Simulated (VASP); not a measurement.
# MgSbP (P-3m1) in VASP: notebook

MgSbP is run at these levels: PBE; tasks: single point, relaxation of cell and atoms.

Everything below comes from runs of VASP 6.6.1. Logs are shortened: lines on timing, memory, paths and dates and some standing lists are left out, and cuts for length are marked.

### Step 1. The cell of the first run

It takes space group P-3m1 (No. 164, trigonal). The conventional cell has a = 3.670 Å, b = 3.670 Å, c = 6.116 Å, α = 90.00°, β = 90.00°, γ = 120.00°. Mg (site symmetry 3m) has 3 P at 2.14 Å and 4 Sb at 2.23 to 2.28 Å within 2.8 Å. Sb (site symmetry 3m) has 4 Mg at 2.23 to 2.28 Å and 3 P at 2.41 Å and 3 Sb at 2.54 Å within 2.9 Å. P (site symmetry 3m) has 3 Mg at 2.14 Å and 3 Sb at 2.41 Å and 1 P at 2.42 Å within 2.8 Å.

The cell was generated, and may not be a known phase.

### Step 2. Single point, PBE

Contents of INCAR:

```
ALGO     = Normal         # electronic algorithm
EDIFF    = 1E-6           # SCF threshold, eV
ENCUT    = 520            # plane-wave cutoff, eV
GGA      = PE             # functional
ISIF     = 2              # what is computed and relaxed
ISMEAR   = 0              # smearing method
LASPH    = True           # aspherical terms in the spheres
LCHARG   = False          # write CHGCAR
LREAL    = False          # projectors in reciprocal space
LWAVE    = False          # write WAVECAR
NBANDS   = 21             # bands
NELM     = 100            # most SCF steps
PREC     = Accurate       # precision mode
SIGMA    = 0.1            # smearing width, eV
```

Contents of KPOINTS:

```
k-points
0
Gamma
  6 6 4
```

Contents of POSCAR:

```
MgSbP
1.0
    3.6703914200      0.0000000000      0.0000000000
   -1.8351957100      3.1786522200      0.0000000000
    0.0000000000      0.0000000000      6.1156885900
Mg Sb P
2 2 2
Direct
    0.3333333300      0.6666666700      0.2500000000
    0.6666666700      0.3333333300      0.7500000000
    0.3333333300      0.6666666700      0.6146058900
    0.6666666700      0.3333333300      0.3853941100
    0.0000000000      0.0000000000      0.8025568000
    0.0000000000      0.0000000000      0.1974432000
```

Potentials or basis: VASP PAW PBE potentials, release 64 (Mg, Sb, P).

Run with:

```
$ cat potpaw_PBE.64/Mg/POTCAR potpaw_PBE.64/Sb/POTCAR potpaw_PBE.64/P/POTCAR > POTCAR
$ mpirun -np 1 vasp_std > vasp.out
```

OUTCAR:

```text
EDIFF = 1E-6
   ENCUT = 520
   GGA = PE
   ISIF = 2
   ISMEAR = 0
   LASPH = True
   LREAL = False
   NELM = 100
   PREC = Accurate

 ion  position               nearest neighbor table
   1  0.333  0.667  0.250-   6 2.14   6 2.14   6 2.14   3 2.23   4 2.28   4 2.28   4 2.28
   2  0.667  0.333  0.750-   5 2.14   5 2.14   5 2.14   4 2.23   3 2.28   3 2.28   3 2.28
   3  0.333  0.667  0.615-   1 2.23   2 2.28   2 2.28   2 2.28   5 2.41   5 2.41   5 2.41   4 2.54
                             4 2.54   4 2.54   6 3.32   6 3.32   6 3.32
   4  0.667  0.333  0.385-   2 2.23   1 2.28   1 2.28   1 2.28   6 2.41   6 2.41   6 2.41   3 2.54
                             3 2.54   3 2.54   5 3.32   5 3.32   5 3.32
   5  0.000  0.000  0.803-   2 2.14   2 2.14   2 2.14   3 2.41   3 2.41   3 2.41   6 2.42   4 3.32
                             4 3.32   4 3.32
   6  0.000  0.000  0.197-   1 2.14   1 2.14   1 2.14   4 2.41   4 2.41   4 2.41   5 2.42   3 3.32
                             3 3.32   3 3.32

  LATTYP: Found a hexagonal cell.
 ALAT       =     3.6703914200
 C/A-ratio  =     1.6662224516

  Lattice vectors:

 A1 = (   3.6703914200,   0.0000000000,   0.0000000000)
 A2 = (  -1.8351957100,   3.1786522200,   0.0000000000)
 A3 = (   0.0000000000,   0.0000000000,   6.1156885900)

Analysis of symmetry for initial positions (statically):
=====================================================================
 Subroutine PRICEL returns:
 Original cell was already a primitive cell.

 Routine SETGRP: Setting up the symmetry group for a
 hexagonal supercell.

 Subroutine GETGRP returns: Found 12 space group operations
 (whereof 12 operations were pure point group operations)
 out of a pool of 24 trial point group operations.

The static configuration has the point symmetry D_3d.

Analysis of symmetry for dynamics (positions and initial velocities):
=====================================================================
 Subroutine PRICEL returns:
 Original cell was already a primitive cell.

 Routine SETGRP: Setting up the symmetry group for a
 hexagonal supercell.

 Subroutine GETGRP returns: Found 12 space group operations
 (whereof 12 operations were pure point group operations)
 out of a pool of 24 trial point group operations.

The dynamic configuration has the point symmetry D_3d.

 Subroutine INISYM returns: Found 12 space group operations
 (whereof 12 operations are pure point group operations),
 and found     1 'primitive' translations

----------------------------------------------------------------------------------------

                                     Primitive cell

  volume of cell :      71.3511

  direct lattice vectors                    reciprocal lattice vectors
     3.670391420  0.000000000  0.000000000     0.272450506  0.157299373  0.000000000
    -1.835195710  3.178652220  0.000000000     0.000000000  0.314598745  0.000000000
     0.000000000  0.000000000  6.115688590     0.000000000  0.000000000  0.163513885

  length of vectors
     3.670391420  3.670391427  6.115688590     0.314598746  0.314598745  0.163513885

  position of ions in fractional coordinates (direct lattice)
     0.333333330  0.666666670  0.250000000
     0.666666670  0.333333330  0.750000000
     0.333333330  0.666666670  0.614605890
     0.666666670  0.333333330  0.385394110
     0.000000000  0.000000000  0.802556800
     0.000000000  0.000000000  0.197443200

  ion indices of the primitive-cell ions
   primitive index   ion index
                 1           1
                 2           2
                 3           3
                 4           4
                 5           5
                 6           6

----------------------------------------------------------------------------------------

 KPOINTS: k-points

Automatic generation of k-mesh.
 Grid dimensions read from file:
 generate k-points for:    6    6    4

 Generating k-lattice:

  Cartesian coordinates                     Fractional coordinates (reciprocal lattice)
[... 46 lines left out ...]
   NGX = 13   NGY = 13   NGZ = 23

 number of electron      24.0000001 magnetization

 Free energy of the ion-electron system (eV)
  ---------------------------------------------------
  ext. energy  EPLUGINS =         0.00000000
  ---------------------------------------------------
  free energy    TOTEN  =         3.62965934 eV

  energy without entropy =        3.64290017  energy(sigma->0) =        3.63627976

 E-fermi :  14.7669     XC(G=0): -12.2676

 val. band max:       14.7307486472   @ k =   0.5000   0.0000   0.0000
 cond. band min:      14.8267154346   @ k =   0.3333  -0.0000   0.0000
 fundamental gap:      0.0959667875
 Fermi energy:        14.7668936281

 k-point     1 :       0.0000    0.0000    0.0000
  band No.  band energies     occupation
      1      -4.5554      2.00000
      2      -0.7915      2.00000
      3       2.0084      2.00000
      4       9.3018      2.00000
      5       9.3019      2.00000
      6       9.4176      2.00000
[... 13 lines left out ...]
     20      19.1729      0.00000
     21      19.4263      0.00000

 k-point     2 :       0.1667   -0.0000    0.0000
  band No.  band energies     occupation
      1      -4.1302      2.00000
      2      -0.3975      2.00000
      3       2.2376      2.00000
      4       6.2464      2.00000
      5       7.7771      2.00000
      6       8.1984      2.00000
[... 13 lines left out ...]
     20      20.6978      0.00000
     21      21.1514      0.00000

 k-point     3 :       0.3333   -0.0000    0.0000
  band No.  band energies     occupation
      1      -2.8662      2.00000
      2       0.6478      2.00000
      3       1.8419      2.00000
      4       4.0702      2.00000
      5       5.6838      2.00000
      6       6.6250      2.00000
[... 13 lines left out ...]
     20      21.4493      0.00000
     21      22.0825      0.00000
[... 457 lines left out ...]
 k-point    23 :       0.3333    0.1667    0.5000
  band No.  band energies     occupation
      1      -1.4106      2.00000
      2       0.4913      2.00000
      3       1.2174      2.00000
      4       3.1332      2.00000
      5       4.8497      2.00000
      6       6.6883      2.00000
[... 13 lines left out ...]
     20      22.4552      0.00000
     21      22.9343      0.00000

 k-point    24 :       0.3333    0.3333    0.5000
  band No.  band energies     occupation
      1       0.4984      2.00000
      2       0.4984      2.00000
      3       0.8921      2.00000
      4       1.2521      2.00000
      5       4.9937      2.00000
      6       4.9937      2.00000
[... 13 lines left out ...]
     20      22.9913      0.00000
     21      23.0342      0.00000

------------------------ aborting loop because EDIFF is reached ----------------------------------------

  FORCE on cell =-STRESS in cart. coord.  units (eV):
  Direction    XX          YY          ZZ          XY          YZ          ZX
  --------------------------------------------------------------------------------------
  -------------------------------------------------------------------------------------
  Total       88.6415027     88.6415032     69.2374039     -0.0000000      0.0000000      0.0000000
  in kB     1990.4301175   1990.4301281   1554.7143236     -0.0000000      0.0000000      0.0000000
  external PRESSURE =    1845.1915231 kB  Pullay stress =       0.0000000 kB

 VOLUME and BASIS-vectors are now :
 -----------------------------------------------------------------------------
  energy-cutoff  :      520.00
  volume of cell :       71.35
      direct lattice vectors                 reciprocal lattice vectors
     3.670391420  0.000000000  0.000000000     0.272450506  0.157299373  0.000000000
    -1.835195710  3.178652220  0.000000000     0.000000000  0.314598745  0.000000000
     0.000000000  0.000000000  6.115688590     0.000000000  0.000000000  0.163513885

 POSITION                                       TOTAL-FORCE (eV/Angst)
 -----------------------------------------------------------------------------------
     -0.00000      2.11910      1.52892        -0.000000      0.000000    -10.223608
      1.83520      1.05955      4.58677         0.000000     -0.000000     10.223608
     -0.00000      2.11910      3.75874        -0.000000     -0.000000      3.451673
      1.83520      1.05955      2.35695         0.000000      0.000000     -3.451673
      0.00000      0.00000      4.90819        -0.000000      0.000000      5.391465
      0.00000      0.00000      1.20750        -0.000000     -0.000000     -5.391465
 -----------------------------------------------------------------------------------
    total drift:                                0.000000      0.000000     -0.000000

  FREE ENERGIE OF THE ION-ELECTRON SYSTEM (eV)
  ---------------------------------------------------
  free  energy   TOTEN  =         3.6296593443 eV

  energy  without entropy=        3.6429001665  energy(sigma->0) =        3.63627976
```

Wall time 31 s (1 thread of Intel Xeon Platinum 8259CL at 2.50GHz (Skylake/Cascade Lake), shared host); peak memory 0.2 GiB.

What came out:

| Quantity | Value |
| --- | --- |
| Free energy | 3.6297 eV |
| Pressure | 184.5 GPa |
| Largest force | 10.224 eV/Å |
| Band gap on the k mesh | zero (bands 12 and 13 overlap by 1.84 eV) |

Forces on the atoms (eV/Å):
```
Mg    0.000   0.000 -10.224
Mg    0.000   0.000  10.224
Sb    0.000   0.000   3.452
Sb    0.000   0.000  -3.452
P     0.000   0.000   5.391
P     0.000   0.000  -5.391
```

Levels at points of the mesh, in eV from the Fermi level:
```csv
k point,band 10,band 11,band 12,band 13,band 14,band 15
"(0.00, 0.00, 0.00)",-2.56,-2.36,-1.74,-0.55,0.28,0.28
"(0.50, 0.00, 0.00)",-2.31,-1.78,-0.37,-0.04,2.96,3.00
"(0.00, 0.00, 0.50)",-3.19,-1.60,-1.24,-0.39,0.25,0.25
"(0.50, 0.00, 0.50)",-3.14,-1.97,-1.20,0.19,2.31,2.45
```

Caveat: the stress differs along the axes, from 155 to 199 GPa; spin-orbit coupling is left out, which moves the levels of the heavy elements; forces of over 1 eV/Å act on the atoms, so gaps and moduli don't describe the material at rest.

### Step 3. Single point, PBE

This run uses another cell than the first one, of 25.42 Å³/atom.

Contents of INCAR:

```
PREC = Accurate
ENCUT = 520
EDIFF = 1E-6
ISMEAR = 0
SIGMA = 0.1
LREAL = False
LASPH = True
NELM = 100
ALGO = Normal
ISIF = 2
LWAVE = False
LCHARG = True
GGA = PE
LELF = True
LVHAR = True
NBANDS = 21
```

Contents of KPOINTS:

```
regular mesh
0
Gamma
  6 6 4
```

Contents of POSCAR:

```
MgSbP
1.0
    4.3384999011      0.0000000000      0.0000000000
   -2.1692499506      3.7572511287      0.0000000000
    0.0000000000      0.0000000000      9.3553035219
Mg Sb P
2 2 2
Direct
    0.3333333333      0.6666666667      0.1646941863
    0.6666666667      0.3333333333      0.8353058137
    0.3333333333      0.6666666667      0.5863915046
    0.6666666667      0.3333333333      0.4136084954
    0.0000000000      0.0000000000      0.8771842574
    0.0000000000      0.0000000000      0.1228157426
```

Potentials or basis: VASP PAW PBE potentials, release 64 (Mg, Sb, P).

Run with:

```
$ cat potpaw_PBE.64/Mg/POTCAR potpaw_PBE.64/Sb/POTCAR potpaw_PBE.64/P/POTCAR > POTCAR
$ mpirun -np 1 vasp_std > vasp.out
```

Wall time 71 s (1 thread of Intel Xeon Platinum 8259CL at 2.50GHz (Skylake/Cascade Lake), shared host); peak memory 0.28 GiB.

The run converged. Its results:

| Item | Value |
| --- | --- |
| Free energy | -23.2179 eV |
| Pressure | -0.1 GPa |
| Largest force | 0.038 eV/Å |
| Band gap on the k mesh | zero (filled and empty bands touch) |

Forces in eV/Å, atoms in the order of the input:
```
Mg   0.000  0.000  0.002
Mg   0.000  0.000 -0.002
Sb   0.000  0.000  0.038
Sb   0.000  0.000 -0.038
P    0.000  0.000  0.031
P    0.000  0.000 -0.031
```

Levels at points of the mesh, in eV from the Fermi level:
```
           k point  band 8  band 9  band 10  band 11  band 12  band 13  band 14  band 15  band 16  band 17
(0.00, 0.00, 0.00)   -1.43   -1.43    -0.56    -0.11    -0.03    -0.03     1.25     1.25     1.29     3.33
(0.50, 0.00, 0.00)   -3.02   -2.51    -2.16    -1.61    -0.85     0.64     0.94     1.46     2.36     2.77
(0.00, 0.00, 0.50)   -1.39   -1.38    -1.38    -0.14    -0.14     0.09     1.15     1.35     1.35     2.95
(0.50, 0.00, 0.50)   -2.91   -2.80    -2.60    -1.37    -0.37     0.18     1.69     1.80     2.04     2.43
```

Caveat: spin-orbit coupling is left out, which moves the levels of the heavy elements.

### Step 4. Relaxation of cell and atoms, PBE

Contents of INCAR:

```
SYSTEM = MgSbP
PREC = Accurate ; ENCUT = 600
EDIFF = 1E-6 ; ISMEAR = 0
SIGMA = 0.1 ; LREAL = .False.
LASPH = .True. ; NELM = 100
ALGO = Normal ; ISIF = 3
LWAVE = .False. ; LCHARG = .False.
GGA = PE ; IBRION = 2
NSW = 90 ; EDIFFG = -0.04
```

Contents of KPOINTS:

```
Automatic mesh
0
Gamma
  6 6 4
  0 0 0
```

Contents of POSCAR:

```
MgSbP
1.0
    3.6703914200      0.0000000000      0.0000000000
   -1.8351957100      3.1786522200      0.0000000000
    0.0000000000      0.0000000000      6.1156885900
Mg Sb P
2 2 2
Direct
    0.3333333300      0.6666666700      0.2500000000
    0.6666666700      0.3333333300      0.7500000000
    0.3333333300      0.6666666700      0.6146058900
    0.6666666700      0.3333333300      0.3853941100
    0.0000000000      0.0000000000      0.8025568000
    0.0000000000      0.0000000000      0.1974432000
```

Run with:

```
$ cat potpaw_PBE.64/Mg/POTCAR potpaw_PBE.64/Sb/POTCAR potpaw_PBE.64/P/POTCAR > POTCAR
$ mpirun -np 1 vasp_std > vasp.out
```

Wall time 11 min (1 thread of Intel Xeon Platinum 8259CL at 2.50GHz (Skylake/Cascade Lake), shared host); peak memory 0.23 GiB.

The run converged. Its results:

```
Free energy                           : -23.2070 eV
Relaxed volume                        : 25.09 Å³/atom
Relaxed cell                          : a = 4.341 Å, b = 4.341 Å, c = 9.222 Å, α = 90.00°, β = 90.00°, γ = 120.00°
Space group after relaxing (to 0.1 Å) : P-3m1 (No. 164)
Energy gained by relaxing             : 4472.3 meV/atom
Ionic steps                           : 30
Pressure after relaxing               : 0.1 GPa
Largest force after relaxing          : 0.021 eV/Å
Band gap on the k mesh                : zero (filled and empty bands touch)
```

Forces on the atoms (eV/Å):
```
Mg   0.000  0.000 -0.021
Mg   0.000  0.000  0.021
Sb   0.000  0.000 -0.020
Sb   0.000  0.000  0.020
P    0.000  0.000  0.016
P    0.000  0.000 -0.016
```

Stress tensor (GPa, compression positive):
```
0.07 0.00 0.00
0.00 0.07 0.00
0.00 0.00 0.21
```

Step by step:
| step | energy change (eV) | largest force (eV/Å) | pressure (GPa) | volume (Å³) |
| --- | --- | --- | --- | --- |
| 1 | 0.0000 | 10.2225 | 184.52 | 71.35 |
| 2 | -16.2942 | 1.5845 | -7.37 | 325.82 |
| 3 | -25.2531 | 1.5074 | -3.98 | 154.05 |
| 4 | -25.3247 | 1.5437 | -2.91 | 150.21 |
| 5 | -25.3755 | 1.6255 | -0.39 | 142.91 |
| 6 | -25.3748 | 1.6033 | -1.07 | 144.69 |
| 7 | -25.7095 | 1.2672 | -1.05 | 143.58 |
| 8 | -25.8566 | 0.4032 | 0.15 | 142.07 |
| 9 | -25.8670 | 0.3531 | -0.35 | 142.49 |
| 10 | -25.8690 | 0.3034 | -0.23 | 142.37 |
| 11 | -25.9428 | 0.3372 | 0.31 | 141.42 |
| 12 | -26.1555 | 0.3206 | 2.24 | 138.29 |
| 13 | -26.2189 | 1.3907 | 8.84 | 130.94 |
| 14 | -26.3146 | 0.9681 | 5.11 | 134.59 |
| 15 | -26.3157 | 1.1107 | 6.12 | 133.49 |
| 16 | -26.3292 | 1.0860 | 6.14 | 133.57 |
| 17 | -26.3652 | 1.0133 | 6.23 | 133.79 |
| 18 | -26.4165 | 0.8745 | 6.49 | 134.17 |
| 19 | -26.4238 | 1.2354 | 7.34 | 134.75 |
| 20 | -26.4965 | 1.1558 | 6.47 | 136.27 |
| 21 | -26.6630 | 0.9237 | 4.12 | 140.85 |
| 22 | -26.7958 | 0.4553 | 0.37 | 150.26 |
| 23 | -26.7964 | 0.4721 | 0.16 | 150.89 |
| 24 | -26.8046 | 0.4178 | 0.08 | 151.02 |
| 25 | -26.8221 | 0.2394 | -0.14 | 151.42 |
| 26 | -26.8236 | 0.1998 | -0.49 | 152.22 |
| 27 | -26.8287 | 0.0733 | -0.33 | 151.83 |
| 28 | -26.8310 | 0.0570 | -0.17 | 151.34 |
| 29 | -26.8330 | 0.0178 | 0.22 | 150.25 |
| 30 | -26.8337 | 0.0211 | 0.12 | 150.52 |

Final structure:
```cif
data_structure
_symmetry_space_group_name_H-M 'P 1'
_symmetry_Int_Tables_number 1
_cell_length_a 4.3414
_cell_length_b 4.3414
_cell_length_c 9.2216
_cell_angle_alpha 90.000
_cell_angle_beta 90.000
_cell_angle_gamma 120.000
_cell_volume 150.52
loop_
_atom_site_label
_atom_site_type_symbol
_atom_site_fract_x
_atom_site_fract_y
_atom_site_fract_z
_atom_site_occupancy
Mg1 Mg 0.33333 0.66667 0.16828 1
Mg2 Mg 0.66667 0.33333 0.83172 1
Sb1 Sb 0.33333 0.66667 0.58830 1
Sb2 Sb 0.66667 0.33333 0.41170 1
P1 P 0.00000 0.00000 0.87570 1
P2 P 0.00000 0.00000 0.12430 1
```

Levels at points of the mesh, in eV from the Fermi level:
```csv
k point,band 10,band 11,band 12,band 13,band 14,band 15
"(0.00, 0.00, 0.00)",-0.55,-0.09,-0.06,-0.06,1.23,1.23
"(0.50, 0.00, 0.00)",-2.12,-1.52,-0.92,0.65,1.00,1.44
"(0.00, 0.00, 0.50)",-1.35,-0.19,-0.19,0.10,1.15,1.33
"(0.50, 0.00, 0.50)",-2.64,-1.35,-0.35,0.19,1.72,1.75
```

Caveat: the volume moved by over 15 % at a fixed basis, so the end points are rough; spin-orbit coupling is left out, which moves the levels of the heavy elements.

### Step 5. Overview

| task | cell | cutoff (eV) | gap on the mesh (eV) | pressure (GPa) | largest force (eV/Å) |
| --- | --- | --- | --- | --- | --- |
| single point | a = 3.670, b = 3.670, c = 6.116 Å, angles 90.0, 90.0, 120.0°, 6 atoms, atomic positions A | 520 | none | 184.5 | 10.22 |
| single point | a = 4.338, b = 4.338, c = 9.355 Å, angles 90.0, 90.0, 120.0°, 6 atoms, atomic positions B | 520 | none | -0.1 | 0.04 |
| relaxation of cell and atoms | relaxed from a = 3.670, b = 3.670, c = 6.116 Å, angles 90.0, 90.0, 120.0°, 6 atoms, atomic positions A | 600 | none | 0.1 | 0.02 |

Alike in all rows: level PBE; potentials or basis VASP PAW PBE potentials, release 64 (Mg, Sb, P); no spin polarisation; k mesh 6 × 6 × 4; smearing gaussian 0.1 eV.

Caveats: spin-orbit coupling is left out, which moves the levels of the heavy elements; the stress differs along the axes, from 155 to 199 GPa (at least some runs); forces of over 1 eV/Å act on the atoms, so gaps and moduli don't describe the material at rest (at least some runs); the volume moved by over 15 % at a fixed basis, so the end points are rough (at least some runs).

Total energies depend on the potentials used, so only differences within one code and one set of settings carry meaning.

The gap in the log of VASP goes by the Fermi energy; the results here count the filled bands.